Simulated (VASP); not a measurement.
# SnPb3O8 (P1) in VASP: notebook, part 2 of 2

VASP 6.6.1. The steps go on from the part before.

## (3) Single point, PBEsol

File INCAR:

```
  ALGO = Normal
  EDIFF = 1E-6
  ENCUT = 520
  GGA = PS
  ISIF = 2
  ISMEAR = -1
  LASPH = True
  LCHARG = False
  LREAL = False
  LWAVE = False
  NBANDS = 64
  NELECT = 103.0
  NELM = 80
  PREC = Accurate
  SIGMA = 0.05
```

File KPOINTS:

```
Automatic mesh
0
Gamma
  2 2 2
  0.5 0.5 0.5
```

File POSCAR:

```
SnPb3O8
1.0
    4.9264910000      0.0000000000      0.0000000000
    0.0000000000      4.9264910000      0.0000000000
    0.0000000000      0.0000000000      6.6970310000
Pb Sn O
3 1 8
Direct
    0.9998280000      0.0103500000      0.0063250000
    0.0029020000      0.9934200000      0.4892750000
    0.4974260000      0.5045170000      0.2549050000
    0.5058960000      0.5070090000      0.7536810000
    0.3008010000      0.2927420000      0.9988510000
    0.3164820000      0.3191180000      0.4955250000
    0.6879750000      0.6839790000      0.0067520000
    0.6983130000      0.7007270000      0.5102910000
    0.1876910000      0.7961950000      0.2534290000
    0.1937970000      0.7886280000      0.7485020000
    0.8042970000      0.1987720000      0.2497180000
    0.8015650000      0.1889320000      0.7502000000
```

Potentials or basis: VASP PAW PBE potentials, release 64 (Pb_d, Sn_d, O).

The run is started by

```
$ cat potpaw_PBE.64/Pb_d/POTCAR potpaw_PBE.64/Sn_d/POTCAR potpaw_PBE.64/O/POTCAR > POTCAR
$ mpirun -np 1 vasp_std > vasp.out
```

OUTCAR:

```text
EDIFF = 1E-6
   ENCUT = 520
   GGA = PS
   ISIF = 2
   ISMEAR = -1
   LASPH = True
   LREAL = False
   NELECT = 103.0
   NELM = 80
   PREC = Accurate

 ion  position               nearest neighbor table
   1  1.000  0.010  0.006-   5 2.03  11 2.11  12 2.16   9 2.17   7 2.22  10 2.26   2 3.24   2 3.46
                             3 3.84   4 3.84   3 3.85   4 3.86   3 3.87   4 3.88   3 3.89   4 3.90
   2  0.003  0.993  0.489-   9 2.07   8 2.09  11 2.13  10 2.22   6 2.23  12 2.23   1 3.24   1 3.46
                             3 3.77   3 3.80   3 3.84   4 3.86   3 3.87   4 3.88   4 3.94
   3  0.497  0.505  0.255-   6 2.06   9 2.10   7 2.10  11 2.13   8 2.20   5 2.23   4 3.34   4 3.36
                             2 3.77   2 3.80   1 3.84   2 3.84   1 3.85   1 3.87   2 3.87   1 3.89
   4  0.506  0.507  0.754-  10 2.07   7 2.11   8 2.11  12 2.14   6 2.17   5 2.20   3 3.34   3 3.36
                             1 3.84   2 3.86   1 3.86   2 3.88   1 3.88   1 3.90   2 3.94
   5  0.301  0.293  0.999-   1 2.03   4 2.20   3 2.23
   6  0.316  0.319  0.496-   3 2.06   4 2.17   2 2.23
   7  0.688  0.684  0.007-   3 2.10   4 2.11   1 2.22
[... 459 lines left out ...]
 [bands above 63 left out]

------------------------ aborting loop because EDIFF is reached ----------------------------------------

  FORCE on cell =-STRESS in cart. coord.  units (eV):
  Direction    XX          YY          ZZ          XY          YZ          ZX
  --------------------------------------------------------------------------------------
  -------------------------------------------------------------------------------------
  Total       -8.3585000     -8.8837484     -7.4571535      0.8036810     -0.5344921     -1.3029848
  in kB      -82.3912766    -87.5687471    -73.5065375      7.9220322     -5.2685868    -12.8437612
  external PRESSURE =     -81.1555204 kB  Pullay stress =       0.0000000 kB

 VOLUME and BASIS-vectors are now :
 -----------------------------------------------------------------------------
  energy-cutoff  :      520.00
  volume of cell :      162.54
      direct lattice vectors                 reciprocal lattice vectors
     4.926491000  0.000000000  0.000000000     0.202984234  0.000000000  0.000000000
     0.000000000  4.926491000  0.000000000     0.000000000  0.202984234  0.000000000
     0.000000000  0.000000000  6.697031000     0.000000000  0.000000000  0.149319900

 POSITION                                       TOTAL-FORCE (eV/Angst)
 -----------------------------------------------------------------------------------
      4.92564      0.05099      0.04236        -0.741905     -1.361979     -1.331492
      0.01430      4.89407      3.27669         0.396006      1.027450      2.061827
      2.45056      2.48550      1.70711         0.461005     -0.122024     -0.545349
      2.49229      2.49778      5.04743        -0.029460     -0.582764     -0.032938
      1.48189      1.44219      6.68934         1.616870      1.507237     -0.737403
      1.55915      1.57213      3.31855        -0.456928     -0.587951      1.704617
      3.38930      3.36962      0.04522         0.190611      0.202667     -1.057234
      3.44023      3.45213      3.41743        -0.857100     -0.815323      0.487975
      0.92466      3.92245      1.69722        -0.105133      0.140320     -0.738546
      0.95474      3.88517      5.01274         0.118221      0.034026      0.215260
      3.96236      0.97925      1.67237        -0.028079     -0.055169      0.233263
      3.94890      0.93077      5.02411        -0.564106      0.613509     -0.259980
 -----------------------------------------------------------------------------------
    total drift:                                0.000486     -0.000067     -0.000514

  FREE ENERGIE OF THE ION-ELECTRON SYSTEM (eV)
  ---------------------------------------------------
  free  energy   TOTEN  =       -74.5829993474 eV

  energy  without entropy=      -74.5017020817  energy(sigma->0) =      -74.54235071
```

stdout:

```text
POSCAR found type information on POSCAR PbSnO
 POSCAR found :  3 types and      12 ions
 scaLAPACK will be used
 -----------------------------------------------------------------------------
|                                                                             |
|                                                                             |
|     You enforced a specific xc type in the INCAR file but a different       |
|     I HOPE YOU KNOW WHAT YOU ARE DOING!                                     |
|                                                                             |
 -----------------------------------------------------------------------------

 LDA part: xc-table for (Slater+PW92), standard interpolation
 POSCAR, INCAR and KPOINTS ok, starting setup
 FFT: planning ... GRIDC
 FFT: planning ... GRID_SOFT
 FFT: planning ... GRID
 WAVECAR not read
 entering main loop
 the old and the new charge density differ
 old charge density:   104.00000 new  103.00000
    0.170E+01
```

It took 75 s on 1 thread of Intel Xeon Platinum 8488C (Sapphire Rapids), shared host; peak memory 0.28 GiB.

What came out:

- Free energy: -74.5830 eV
- Largest force: 2.337 eV/Å

Forces in eV/Å, atoms in the order of the input:
```
Pb  -0.742 -1.362 -1.331
Pb   0.396  1.027  2.062
Pb   0.461 -0.122 -0.545
Sn  -0.029 -0.583 -0.033
O    1.617  1.507 -0.737
O   -0.457 -0.588  1.705
O    0.191  0.203 -1.057
O   -0.857 -0.815  0.488
O   -0.105  0.140 -0.739
O    0.118  0.034  0.215
O   -0.028 -0.055  0.233
O   -0.564  0.614 -0.260
```

Caveat: the k points lie up to 0.64 Å⁻¹ apart, too coarse for converged energies and pressures of a metal; the cell carries a net charge on a neutralising background, which shifts energy and pressure; the cell is charged against a uniform background, so pressure and absolute levels hang on convention; the PAW data sets were made with another functional, which shifts forces and pressure a little; spin-orbit coupling is left out, which moves the levels of the heavy elements; an odd number of electrons without spin polarisation forces a metal; a magnetic or distorted state may lie lower.

## (4) Single point, PBEsol

File INCAR:

```
SYSTEM = SnPb3O8
ALGO = Normal ; EDIFF = 1E-6
ENCUT = 520 ; GGA = PS
ISIF = 2 ; ISMEAR = 1
LASPH = .TRUE. ; LCHARG = .FALSE.
LREAL = .FALSE. ; LWAVE = .FALSE.
NBANDS = 64 ; NELM = 80
PREC = Accurate ; SIGMA = 0.05
```

KPOINTS is that of step 3.

POSCAR is that of step 3.

Potentials or basis: VASP PAW PBE potentials, release 64 (Pb_d, Sn_d, O).

The run is started by

```
$ cat potpaw_PBE.64/Pb_d/POTCAR potpaw_PBE.64/Sn_d/POTCAR potpaw_PBE.64/O/POTCAR > POTCAR
$ mpirun -np 1 vasp_std > vasp.out
```

OUTCAR:

```text
SYSTEM = SnPb3O8
   EDIFF = 1E-6
   ENCUT = 520
   GGA = PS
   ISIF = 2
   ISMEAR = 1
   LASPH = .TRUE.
   LREAL = .FALSE.
   NELM = 80
   PREC = Accurate

 ion  position               nearest neighbor table
   1  1.000  0.010  0.006-   5 2.03  11 2.11  12 2.16   9 2.17   7 2.22  10 2.26   2 3.24   2 3.46
                             3 3.84   4 3.84   3 3.85   4 3.86   3 3.87   4 3.88   3 3.89   4 3.90
   2  0.003  0.993  0.489-   9 2.07   8 2.09  11 2.13  10 2.22   6 2.23  12 2.23   1 3.24   1 3.46
                             3 3.77   3 3.80   3 3.84   4 3.86   3 3.87   4 3.88   4 3.94
   3  0.497  0.505  0.255-   6 2.06   9 2.10   7 2.10  11 2.13   8 2.20   5 2.23   4 3.34   4 3.36
                             2 3.77   2 3.80   1 3.84   2 3.84   1 3.85   1 3.87   2 3.87   1 3.89
   4  0.506  0.507  0.754-  10 2.07   7 2.11   8 2.11  12 2.14   6 2.17   5 2.20   3 3.34   3 3.36
                             1 3.84   2 3.86   1 3.86   2 3.88   1 3.88   1 3.90   2 3.94
   5  0.301  0.293  0.999-   1 2.03   4 2.20   3 2.23
   6  0.316  0.319  0.496-   3 2.06   4 2.17   2 2.23
   7  0.688  0.684  0.007-   3 2.10   4 2.11   1 2.22
   8  0.698  0.701  0.510-   2 2.09   4 2.11   3 2.20
   9  0.188  0.796  0.253-   2 2.07   3 2.10   1 2.17
  10  0.194  0.789  0.749-   4 2.07   2 2.22   1 2.26
  11  0.804  0.199  0.250-   1 2.11   2 2.13   3 2.13
[... 463 lines left out ...]
  FORCE on cell =-STRESS in cart. coord.  units (eV):
  Direction    XX          YY          ZZ          XY          YZ          ZX
  --------------------------------------------------------------------------------------
  -------------------------------------------------------------------------------------
  Total        2.5316197      2.0006935      3.0014189      0.8065416     -0.4199225     -1.2876532
  in kB       24.9546423     19.7212052     29.5855401      7.9502298     -4.1392540    -12.6926350
  external PRESSURE =      24.7537958 kB  Pullay stress =       0.0000000 kB

 VOLUME and BASIS-vectors are now :
 -----------------------------------------------------------------------------
  energy-cutoff  :      520.00
  volume of cell :      162.54
      direct lattice vectors                 reciprocal lattice vectors
     4.926491000  0.000000000  0.000000000     0.202984234  0.000000000  0.000000000
     0.000000000  4.926491000  0.000000000     0.000000000  0.202984234  0.000000000
     0.000000000  0.000000000  6.697031000     0.000000000  0.000000000  0.149319900

 POSITION                                       TOTAL-FORCE (eV/Angst)
 -----------------------------------------------------------------------------------
      4.92564      0.05099      0.04236        -0.647010     -1.238351     -1.732482
      0.01430      4.89407      3.27669         0.370558      0.994046      2.451471
      2.45056      2.48550      1.70711         0.423887     -0.207171     -0.479687
      2.49229      2.49778      5.04743        -0.117834     -0.561833     -0.082096
      1.48189      1.44219      6.68934         1.611081      1.509394     -0.564355
      1.55915      1.57213      3.31855        -0.462814     -0.627696      1.547301
      3.38930      3.36962      0.04522         0.186627      0.223873     -0.954011
      3.44023      3.45213      3.41743        -0.846543     -0.813307      0.297703
      0.92466      3.92245      1.69722        -0.096342      0.142921     -0.750240
      0.95474      3.88517      5.01274         0.134817      0.026971      0.246185
      3.96236      0.97925      1.67237         0.013667     -0.097559      0.231497
      3.94890      0.93077      5.02411        -0.570094      0.648712     -0.211286
 -----------------------------------------------------------------------------------
    total drift:                                0.000274     -0.000233     -0.000582

  FREE ENERGIE OF THE ION-ELECTRON SYSTEM (eV)
  ---------------------------------------------------
  free  energy   TOTEN  =       -70.2781150604 eV

  energy  without entropy=      -70.2812260263  energy(sigma->0) =      -70.27915205
```

stdout:

```text
POSCAR found type information on POSCAR PbSnO
 POSCAR found :  3 types and      12 ions
 scaLAPACK will be used
 -----------------------------------------------------------------------------
|                                                                             |
|                                                                             |
|     You enforced a specific xc type in the INCAR file but a different       |
|     I HOPE YOU KNOW WHAT YOU ARE DOING!                                     |
|                                                                             |
 -----------------------------------------------------------------------------

 LDA part: xc-table for (Slater+PW92), standard interpolation
 POSCAR, INCAR and KPOINTS ok, starting setup
 FFT: planning ... GRIDC
 FFT: planning ... GRID_SOFT
 FFT: planning ... GRID
 WAVECAR not read
 entering main loop
```

Run time: 52 s. Hardware: 1 thread of Intel Xeon Platinum 8488C (Sapphire Rapids), shared host; peak memory 0.27 GiB.

Results:

- Free energy: -70.2781 eV
- Pressure: 2.5 GPa
- Largest force: 2.671 eV/Å
- Band gap on the k mesh: 2.11 eV (least direct gap 2.12 eV)

Forces in eV/Å, atoms in the order of the input:
```
Pb  -0.647 -1.238 -1.732
Pb   0.371  0.994  2.451
Pb   0.424 -0.207 -0.480
Sn  -0.118 -0.562 -0.082
O    1.611  1.509 -0.564
O   -0.463 -0.628  1.547
O    0.187  0.224 -0.954
O   -0.847 -0.813  0.298
O   -0.096  0.143 -0.750
O    0.135  0.027  0.246
O    0.014 -0.098  0.231
O   -0.570  0.649 -0.211
```

Caveat: the k points lie up to 0.64 Å⁻¹ apart; the PAW data sets were made with another functional, which shifts forces and pressure a little; spin-orbit coupling is left out, which moves the levels of the heavy elements; a shifted mesh leaves out Γ, where band edges can lie.
